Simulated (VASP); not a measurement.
Set up this calculation in VASP 6.6.1, as the native input.

```
Task                   : single point
Functional             : PBE
Potentials or basis    : VASP PAW PBE potentials, release 64 (Sn_d)
Cutoff                 : 520 eV
k mesh                 : 9 × 9 × 9
Occupations            : fermi-dirac, width 0.03 eV
Spin                   : no spin polarisation
Dipole correction      : no
Further INCAR settings : ALGO = Normal; EDIFF = 1e-06; NBANDS = 21
```

The structure of Sn lies in POSCAR:

```
Sn
1.0
   -0.0324560000      3.2293720000      3.2293720000
    3.2293720000     -0.0324560000      3.2293720000
    3.2293720000      3.2293720000     -0.0324560000
Sn
2
Direct
    0.5000000000      0.5000000000      0.5000000000
    0.7500000000      0.7500000000      0.7500000000
```

This cell differs from its parent crystal: equal xy, yz and zx shear strains of -1 %.

These files were run (other wordings do the same):

INCAR

```
SYSTEM = Sn
PREC = Accurate
ENCUT = 520
EDIFF = 1E-6
ISMEAR = -1
SIGMA = 0.03
LREAL = .False.
LASPH = .True.
NELM = 60
ALGO = Normal
ISIF = 2
LWAVE = .False.
LCHARG = .False.
GGA = PE
NBANDS = 21
```

KPOINTS

```
Automatic mesh
0
Gamma
  9 9 9
  0 0 0
```

Potentials or basis: VASP PAW PBE potentials, release 64 (Sn_d).

Command:

```sh
$ cat potpaw_PBE.64/Sn_d/POTCAR > POTCAR
$ mpirun -np 1 vasp_std > vasp.out
```

Results of the run:

```yaml
Pressure: 3.2 GPa
Largest_force: 0.181 eV/Å
Band_gap_on_the_k_mesh: zero (bands 14 and 15 overlap by 0.16 eV)
```

Caveat: the cell differs from its parent crystal (equal xy, yz and zx shear strains of -1 %); the cell stands under pressure; spin-orbit coupling is left out, which moves the levels of the heavy elements.

Wall time 41 s on 1 thread of Intel(R) Xeon(R) 6975P-C (Granite Rapids) (shared host), peak memory 0.25 GiB.
